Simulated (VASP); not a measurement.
Input of a VASP 6.6.1 run:

INCAR

```
  PREC = Accurate
  ENCUT = 520
  EDIFF = 1E-6
  ISMEAR = -1
  SIGMA = 0.02
  LREAL = False
  LASPH = True
  NELM = 80
  ALGO = Normal
  ISIF = 2
  LWAVE = False
  LCHARG = False
  GGA = PE
  NBANDS = 26
```

KPOINTS

```
Automatic mesh
0
Gamma
  6 6 4
```

Contents of POSCAR:

```
CuF
1.0
    3.5086571495      0.0000000000      0.0000000000
   -1.7543285748      3.0385862246      0.0000000000
    0.0000000000      0.0000000000      5.0825198930
Cu F
2 2
Direct
    0.3333333333      0.6666666667      0.2500000000
    0.6666666667      0.3333333333      0.7500000000
    0.6666666667      0.3333333333      0.2500000000
    0.3333333333      0.6666666667      0.7500000000
```

Potentials or basis: VASP PAW PBE potentials, release 64 (Cu, F).

The run is started by

```bash
$ cat potpaw_PBE.64/Cu/POTCAR potpaw_PBE.64/F/POTCAR > POTCAR
$ mpirun -np 1 vasp_std > vasp.out
```

**Question.** What does it give for the band gap on the k mesh?

**Answer.** Zero (band 18 reaches 3.33 eV, above the bottom of band 19 at 3.29 eV).

**Question.** What does it give for the pressure?

**Answer.** 4.8 GPa.

Stress tensor (GPa, compression positive):
```
5.24 0.00 0.00
0.00 5.24 0.00
0.00 0.00 3.79
```

Caveat: semilocal functionals often make such compounds metallic where correlation or magnetic order opens a gap, which also shifts bond lengths. With open d or f shells a metallic result of PBE can be an artefact of self-interaction; +U or a hybrid may open a gap.
